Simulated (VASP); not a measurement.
Write the native input for VASP 6.6.1 that does the following.

| Quantity | Value |
| --- | --- |
| Task | single point |
| Functional | PBE |
| Potentials or basis | VASP PAW PBE potentials, release 64 (O) |
| Cutoff | 520 eV |
| k mesh | 10 × 10 × 8 |
| Occupations | fermi-dirac, width 0.05 eV |
| Spin | collinear spin, ferromagnetic start |
| Starting moments | [1.0, 1.0] μB |
| Dipole correction | no |
| Further INCAR settings | ALGO = Normal; EDIFF = 1e-06; NBANDS = 17 |

The structure of O lies in POSCAR:

```
O
1.0
    2.8514028533     -1.6624159400      0.0000000000
    2.8514028533      1.6624159400      0.0000000000
   -2.3944914034      0.0000000000      3.6470501824
O
2
Direct
    0.0254538300      0.0254538300      0.1555740200
    0.9745461700      0.9745461700      0.8444259800
```

One way to write it, as run:

INCAR

```
  PREC = Accurate
  ENCUT = 520
  EDIFF = 1E-6
  ISMEAR = -1
  SIGMA = 0.05
  LREAL = False
  LASPH = True
  NELM = 150
  ALGO = Normal
  ISIF = 2
  LWAVE = False
  LCHARG = True
  ISPIN = 2
  MAGMOM = 1 1
  LORBIT = 11
  GGA = PE
  LELF = True
  LVHAR = True
  NBANDS = 17
```

KPOINTS

```
Automatic mesh
0
Gamma
  10 10 8
```

Potentials or basis: VASP PAW PBE potentials, release 64 (O).

The run is started by

```console
$ cat potpaw_PBE.64/O/POTCAR > POTCAR
$ mpirun -np 1 vasp_std > vasp.out
```

Results of the run:

| Property | Result |
| --- | --- |
| Pressure | 2.5 GPa |
| Largest force | 0.747 eV/Å |
| Band gap on the k mesh | 1.29 eV, indirect (least direct gap 1.50 eV) |
| Net moment | 2.00 μB per cell |
| Site moments | O +0.81 μB |
| Valence electrons inside the program's atomic spheres | O 4.91 |

Caveat: the standard files for N, O and F lose accuracy on very short bonds.

Wall time 94 s on 1 thread of Intel(R) Xeon(R) 6975P-C (Granite Rapids) (shared host), peak memory 0.29 GiB.
